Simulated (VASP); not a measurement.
A run of VASP 6.6.1:

INCAR

```
  ALGO = Normal
  EDIFF = 1E-6
  ENCUT = 520
  GGA = PE
  ISIF = 2
  ISMEAR = 0
  LASPH = True
  LCHARG = False
  LREAL = False
  LWAVE = False
  NBANDS = 36
  NELM = 60
  PREC = Accurate
  SIGMA = 0.01
```

File KPOINTS:

```
k-points
0
Gamma
  12 12 4
```

POSCAR

```
Ga3AsP2
1.0
    3.9059637253      0.0000000000      0.0000000000
   -1.9529818627      3.3826638124      0.0000000000
    0.0000000000      0.0000000000      9.5621795772
P As Ga
2 1 3
Direct
    0.0000000000      0.0000000000      0.0030602821
    0.3333333333      0.6666666667      0.3305233904
    0.6666666667      0.3333333333      0.6663422600
    0.3333333333      0.6666666667      0.0832499796
    0.6666666667      0.3333333333      0.4103402510
    0.0000000000      0.0000000000      0.7564838369
```

Potentials or basis: VASP PAW PBE potentials, release 64 (P, As, Ga_d).

Run with:

```console
$ cat potpaw_PBE.64/P/POTCAR potpaw_PBE.64/As/POTCAR potpaw_PBE.64/Ga_d/POTCAR > POTCAR
$ mpirun -np 1 vasp_std > vasp.out
```

Hardware: 1 thread of Intel Xeon 8259CL, with other jobs on the host.

Question: Estimate the wall time of this run.

Answer: Run time: 8.6 min on 1 thread of Intel Xeon 8259CL, on a shared host, peak memory 0.43 GiB. Counts: scf iterations 14, k points 69.
